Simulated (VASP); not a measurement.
Input of a VASP 6.6.1 run:

Contents of POSCAR:

```
CaI
1.0
    4.1468204634      0.0000000000      0.0000000000
   -2.0734102317      3.5912518662      0.0000000000
    0.0000000000      0.0000000000      4.5762290000
I Ca
1 1
Direct
    0.6666666667      0.3333333333      0.0000000000
    0.0000000000      0.0000000000      0.5000000000
```

INCAR.step1

```
SYSTEM = CaI
PREC = Accurate ; ENCUT = 400
EDIFF = 1E-5 ; ISMEAR = -1
SIGMA = 0.05 ; LREAL = .FALSE.
LASPH = .TRUE. ; NELM = 120
ALGO = Normal ; ISIF = 2
LWAVE = .TRUE. ; LCHARG = .FALSE.
GGA = PE ; NBANDS = 16
GGA_COMPAT = .FALSE.
```

Contents of INCAR.step2:

```
SYSTEM = CaI
PREC = Accurate ; ENCUT = 400
EDIFF = 1E-6 ; ISMEAR = -1
SIGMA = 0.05 ; LREAL = .FALSE.
LASPH = .TRUE. ; NELM = 120
ALGO = Normal ; ISIF = 2
LWAVE = .FALSE. ; LCHARG = .FALSE.
GGA = PE ; LHFCALC = .TRUE.
AEXX = 0.25 ; HFSCREEN = 0.1
PRECFOCK = Normal ; ISTART = 1
NBANDS = 16 ; GGA_COMPAT = .FALSE.
```

Contents of KPOINTS:

```
regular mesh
0
G
  4 4 3
  0 0 0
```

Potentials or basis: VASP PAW PBE potentials, release 64 (I, Ca_sv).

Command:

```console
$ cat potpaw_PBE.64/I/POTCAR potpaw_PBE.64/Ca_sv/POTCAR > POTCAR
$ cp INCAR.step1 INCAR
$ mpirun -np 1 vasp_std > vasp.out
$ cp INCAR.step2 INCAR
$ mpirun -np 1 vasp_std > vasp.out
```

What does it give for the band gap on the k mesh?

Zero (an odd number of electrons rules out a gap without spin polarisation).

Predict the pressure.

-0.4 GPa.

Stress tensor (GPa, compression positive):
```
-0.59  0.00  0.00
 0.00 -0.59  0.00
 0.00  0.00 -0.05
```

Caveat: the k points lie up to 0.46 Å⁻¹ apart, too coarse for converged energies and pressures of a metal; the PAW data sets were made with another functional, which shifts forces and pressure a little; spin-orbit coupling is left out, which moves the levels of the heavy elements; an odd number of electrons without spin polarisation forces a metal; a magnetic or distorted state may lie lower.
